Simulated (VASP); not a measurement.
A run of VASP 6.6.1:

File INCAR:

```
SYSTEM = SnO
  PREC = Accurate
  ENCUT = 520
  EDIFF = 1E-6
  ISMEAR = 0
  SIGMA = 0.1
  LREAL = .FALSE.
  LASPH = .TRUE.
  NELM = 80
  ALGO = Normal
  ISIF = 2
  LWAVE = .FALSE.
  LCHARG = .FALSE.
  GGA = PE
  NBANDS = 28
```

KPOINTS

```
regular mesh
0
G
  6 6 4
  0 0 0
```

POSCAR

```
SnO
1.0
    3.4933787500      0.0000000000      0.0000000000
   -1.7466893700      3.0253547400      0.0000000000
    0.0000000000      0.0000000000      5.7556545900
Sn O
2 2
Direct
    0.0000000000      0.0000000000      0.0000000000
    0.0000000000      0.0000000000      0.5000000000
    0.3333333300      0.6666666700      0.7500000000
    0.6666666700      0.3333333300      0.2500000000
```

Potentials or basis: VASP PAW PBE potentials, release 64 (Sn_d, O).

Command:

```console
$ cat potpaw_PBE.64/Sn_d/POTCAR potpaw_PBE.64/O/POTCAR > POTCAR
$ mpirun -np 1 vasp_std > vasp.out
```

Hardware: 1 thread of Intel(R) Xeon(R) 6975P-C (Granite Rapids), with other jobs on the host.

Question: How long does it take, and how much memory?

Answer: Run time: 18 s on 1 thread of Intel(R) Xeon(R) 6975P-C (Granite Rapids) (shared host), peak memory 0.18 GiB. Counts: scf iterations 14, k points 21.
